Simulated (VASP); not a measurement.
InSe: electric field gradients with PBEsol

InSe:

```
CELL_PARAMETERS angstrom
4.00585 0.00000 0.00000
-2.00293 3.46917 0.00000
0.00000 0.00000 17.00216
ATOMIC_POSITIONS crystal
In 0.33333 0.66667 0.16835
In 0.66667 0.33333 0.66835
In 0.33333 0.66667 0.33165
In 0.66667 0.33333 0.83165
Se 0.33333 0.66667 0.59313
Se 0.66667 0.33333 0.09313
Se 0.33333 0.66667 0.90687
Se 0.66667 0.33333 0.40687
```

```json
{
 "Program": "VASP 6.6.1",
 "Task": "electric field gradients",
 "Functional": "PBEsol",
 "Potentials or basis": "VASP PAW PBE potentials, release 64 (In_d, Se)",
 "Cutoff": "400 eV",
 "k mesh": "12 × 12 × 2",
 "Occupations": "gaussian, width 0.01 eV",
 "Spin": "no spin polarisation",
 "Dipole correction": "no",
 "Further INCAR settings": "ALGO = Normal; EDIFF = 1e-08; NBANDS = 48"
}
```

```
Pressure               : 0.0 GPa
Largest force          : 0.020 eV/Å
Band gap on the k mesh : 0.42 eV, direct
```

Forces on the atoms (eV/Å):
```
In   0.000  0.000  0.020
In   0.000  0.000  0.020
In   0.000  0.000 -0.020
In   0.000  0.000 -0.020
Se   0.000  0.000 -0.020
Se   0.000  0.000 -0.020
Se   0.000  0.000  0.020
Se   0.000  0.000  0.020
```

Levels at points of the mesh, in eV from the valence-band top:
| k point | band 36 | band 37 | band 38 | band 39 | band 40 | band 41 |
| --- | --- | --- | --- | --- | --- | --- |
| (0.00, 0.00, 0.00) | -1.05 | -1.05 | 0.00 | 0.42 | 1.66 | 2.10 |
| (0.50, 0.00, 0.00) | -2.00 | -1.98 | -1.38 | 1.22 | 1.23 | 1.88 |
| (0.00, 0.00, 0.50) | -1.08 | -0.87 | -0.87 | 1.21 | 1.21 | 2.11 |
| (0.50, 0.00, 0.50) | -2.05 | -1.69 | -1.69 | 1.47 | 1.47 | 1.62 |

Electric field gradients, principal values (V/Å²):
| atom | least | middle | greatest (by size) |
| --- | --- | --- | --- |
| 1 In | 54.803 | 54.810 | -109.613 |
| 2 In | 54.803 | 54.810 | -109.613 |
| 3 In | 54.803 | 54.810 | -109.613 |
| 4 In | 54.803 | 54.810 | -109.613 |
| 5 Se | 31.999 | 32.000 | -63.999 |
| 6 Se | 31.999 | 32.000 | -63.999 |
| 7 Se | 31.999 | 32.000 | -63.999 |
| 8 Se | 31.999 | 32.000 | -63.999 |

Wall time 9.7 min on 1 thread of Intel(R) Xeon(R) Platinum 8375C CPU @ 2.90GHz (Ice Lake) (shared host), peak memory 0.41 GiB.

Caveat: without QUAD_EFG the Cq values of the log hold for a quadrupole moment of 1 mb, not for the nuclei; the PAW data sets were made with another functional, which shifts forces and pressure a little; spin-orbit coupling is left out, which moves the levels of the heavy elements; this functional lacks dispersion, which binds the layers, so the pressure and a relaxed spacing across them are unreliable. PBEsol gaps usually lie below the measured ones, often by a third to a half.
